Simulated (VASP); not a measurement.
Write the native input for VASP 6.6.1 that does the following.

```
Task                   : single point
Functional             : LDA
Potentials or basis    : VASP PAW LDA potentials, release 64 (Pd)
Cutoff                 : 520 eV
k mesh                 : 14 × 14 × 14
Occupations            : gaussian, width 0.1 eV
Spin                   : collinear spin, ferromagnetic start
Starting moments       : [0.5] μB
Dipole correction      : no
Further INCAR settings : ALGO = Normal; EDIFF = 1e-06; NBANDS = 15
```

The structure of Pd lies in POSCAR:

```
Pd
1.0
    0.0000000000      1.9202771092      1.9202771092
    1.9202771092      0.0000000000      1.9202771092
    1.9202771092      1.9202771092      0.0000000000
Pd
1
Direct
    0.0000000000      0.0000000000      0.0000000000
```

These files were run (other wordings do the same):

INCAR

```
SYSTEM = Pd
ALGO = Normal
EDIFF = 1E-6
ENCUT = 520
ISIF = 2
ISMEAR = 0
ISPIN = 2
LASPH = .TRUE.
LCHARG = .FALSE.
LMAXMIX = 4
LORBIT = 11
LREAL = .FALSE.
LWAVE = .FALSE.
MAGMOM = 0.5
NBANDS = 15
NELM = 150
PREC = Accurate
SIGMA = 0.1
```

KPOINTS

```
k-points
0
G
  14 14 14
  0 0 0
```

Potentials or basis: VASP PAW LDA potentials, release 64 (Pd).

Launch:

```bash
$ cat potpaw_LDA.64/Pd/POTCAR > POTCAR
$ mpirun -np 1 vasp_std > vasp.out
```

Results of the run:

| Item | Value |
| --- | --- |
| Pressure | 0.2 GPa |
| Band gap on the k mesh | zero (filled and empty bands overlap) |
| Net moment | 0.00 μB per cell |
| Valence electrons inside the program's atomic spheres | Pd 9.53 |

Run time: 24 s on 1 thread of Intel(R) Xeon(R) 6975P-C (Granite Rapids), on a shared host, peak memory 0.15 GiB.
